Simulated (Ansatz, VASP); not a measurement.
# Al30Si in VASP and in Ansatz

```
Si Al
1.0
     8.10000    0.00000    0.00000
     0.00000    8.10000    0.00000
     0.00000    0.00000    8.10000
Si Al
1 30
Direct
  0.49954 0.99901 0.99926
  0.74860 0.24248 0.99756
  0.74896 0.99856 0.24986
  0.99999 0.99883 0.99777
  0.25152 0.24862 0.00029
  0.50015 0.49876 0.00016
  0.74855 0.75492 0.99736
  0.25224 0.99870 0.24790
  0.49978 0.24817 0.24843
  0.75045 0.49853 0.24982
  0.50233 0.99869 0.50007
  0.75005 0.24725 0.50207
  0.00034 0.49883 0.00028
  0.25160 0.74893 0.00049
  0.00069 0.24974 0.24969
  0.25109 0.49856 0.24946
  0.50007 0.74934 0.24851
  0.99824 0.99871 0.50191
  0.25075 0.24962 0.50007
  0.49996 0.49905 0.49957
  0.75027 0.75006 0.50210
  0.25064 0.99871 0.75160
  0.50305 0.24301 0.75144
  0.75054 0.49888 0.75000
  0.00046 0.74764 0.24956
  0.00000 0.49855 0.50037
  0.25094 0.74773 0.49968
  0.99818 0.24718 0.75027
  0.25060 0.49882 0.74968
  0.50307 0.75479 0.75157
  0.99844 0.75043 0.75016
```

Alike in both runs: functional PBE; dispersion D3(BJ); k mesh 3 × 3 × 3; occupations gaussian, width 0.1 eV; no spin polarisation.

Ansatz relaxed the structure, and its values are those at the end. VASP's run is a single point on that final structure, the one shown.

|  | VASP | Ansatz |
| --- | --- | --- |
| version | VASP 6.6.1 | Ansatz 0.2.0 |
| potentials or method | VASP PAW PBE potentials, release 64 (Si, Al), cutoff 520 eV | scalar-relativistic, plane waves, PAW |
| valence electrons in the cell | 94 | 94 |

Ansatz gave:

- rms of the force components (eV/Å): 0.005

Problem. Estimate VASP's values.

Solution. rms of the force components (eV/Å): 0.006.
